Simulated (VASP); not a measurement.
Here is a VASP 6.6.1 calculation.

File INCAR:

```
SYSTEM = Ga4Sb4H
PREC = Accurate ; ENCUT = 520
EDIFF = 1E-7 ; ISMEAR = -1
SIGMA = 0.1 ; LREAL = .FALSE.
LASPH = .TRUE. ; NELM = 100
ALGO = Normal ; ISIF = 2
LWAVE = .FALSE. ; LCHARG = .FALSE.
GGA = PS ; NBANDS = 46
```

KPOINTS

```
regular mesh
0
G
  3 3 3
  0 0 0
```

The input POSCAR:

```
Ga4Sb4H
1.0
    0.0000000000      6.1180000000      6.1180000000
    6.1180000000      0.0000000000      6.1180000000
    3.0590000000      3.0590000000      0.0000000000
Ga Sb H
4 4 1
Direct
    0.0000000000      0.0000000000      0.0000000000
    0.0000000000      0.5000000000      0.0000000000
    0.5000000000      0.0000000000      0.0000000000
    0.5000000000      0.5000000000      0.0000000000
    0.1250000000      0.1250000000      0.2500000000
    0.1250000000      0.6250000000      0.2500000000
    0.6250000000      0.1250000000      0.2500000000
    0.6250000000      0.6250000000      0.2500000000
   -0.0301908303      0.4698091697      0.5603816607
```

Potentials or basis: VASP PAW PBE potentials, release 64 (Ga_d, Sb, H).

Launch:

```bash
$ cat potpaw_PBE.64/Ga_d/POTCAR potpaw_PBE.64/Sb/POTCAR potpaw_PBE.64/H/POTCAR > POTCAR
$ mpirun -np 1 vasp_std > vasp.out
```

Problem. What does it give for the largest force?

Solution. 0.387 eV/Å.

Problem. Predict the pressure.

Solution. 1.6 GPa.

Forces in eV/Å, atoms in the order of the input:
```
Ga   0.273 -0.273  0.023
Ga   0.000  0.000 -0.052
Ga   0.000  0.000 -0.003
Ga  -0.273  0.273  0.023
Sb  -0.077  0.077 -0.064
Sb   0.000  0.000  0.127
Sb   0.000  0.000  0.052
Sb   0.077 -0.077 -0.064
H    0.000  0.000 -0.042
```

Caveat: the k points lie up to 0.59 Å⁻¹ apart; the PAW data sets were made with another functional, which shifts forces and pressure a little.
